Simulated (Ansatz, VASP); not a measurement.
Two plane-wave programs on CO2

```xyz
6
Lattice="-2.9837 2.9837 3.2020 2.9837 -2.9837 3.2020 2.9837 2.9837 -3.2020" Properties=species:S:1:pos:R:3 pbc="T T T"
C     0.0000    0.0000    0.0000
C     0.0000    2.9837    1.6010
O     0.0000    0.0000    1.1612
O     0.0000    2.9837    2.7623
O     0.0000    2.9837    0.4398
O     0.0000    0.0000    5.2428
```

Alike in both runs: functional r2SCAN; k mesh 6 × 6 × 6; occupations gaussian, width 0.1 eV; no spin polarisation.

Ansatz relaxed the structure, and its values are those at the end. VASP's run is a single point on that final structure, the one shown.

|  | VASP | Ansatz |
| --- | --- | --- |
| version | VASP 6.6.1 | Ansatz 0.2.0 |
| potentials or method | VASP PAW PBE potentials, release 64 (C, O), cutoff 520 eV | scalar-relativistic, plane waves, PAW |
| valence electrons in the cell | 32 | 32 |

```csv
,VASP,Ansatz,Ansatz less VASP
gap on the k mesh at the Fermi level (eV),7.58,7.59,+0.016
least direct gap on the mesh (eV),7.66,7.68,+0.016
pressure (GPa),1.4,0.0,-1.48
rms of the force components (eV/Å),0.362,0.009,-0.3528
```

VASP's potentials were made for PBE, not for r2SCAN.

Noted on VASP's run: the standard files for N, O and F lose accuracy on very short bonds.
